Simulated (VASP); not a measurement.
Here is a VASP 6.6.1 calculation.

INCAR

```
PREC = Accurate
ENCUT = 500
EDIFF = 1E-6
ISMEAR = 0
SIGMA = 0.15
LREAL = False
LASPH = True
NELM = 120
ALGO = Normal
ISIF = 2
LWAVE = False
LCHARG = False
GGA = PE
NBANDS = 18
GGA_COMPAT = False
```

The input KPOINTS:

```
regular mesh
0
Gamma
  18 18 10
```

Contents of POSCAR:

```
Au
1.0
    2.9169619367      0.0000000000      0.0000000000
   -1.4584809683      2.5261631390      0.0000000000
    0.0000000000      0.0000000000      4.8900308251
Au
2
Direct
    0.2609977991      0.6666666667      0.7500000000
    0.7390022009      0.3333333333      0.2500000000
```

Potentials or basis: VASP PAW PBE potentials, release 64 (Au).

The run is started by

```console
$ cat potpaw_PBE.64/Au/POTCAR > POTCAR
$ mpirun -np 1 vasp_std > vasp.out
```

Problem. Estimate the largest force.

Solution. 0.295 eV/Å.

Problem. Estimate the band gap on the k mesh.

Solution. Zero (bands 11 and 12 overlap by 6.10 eV).

Problem. Estimate the pressure.

Solution. 1.0 GPa.

Forces on the atoms (eV/Å):
```
Au   0.217  0.199  0.000
Au  -0.217 -0.199  0.000
```

Caveat: the cell differs from its parent crystal (atoms displaced along a vibrational mode); spin-orbit coupling is left out, which moves the levels of the heavy elements.
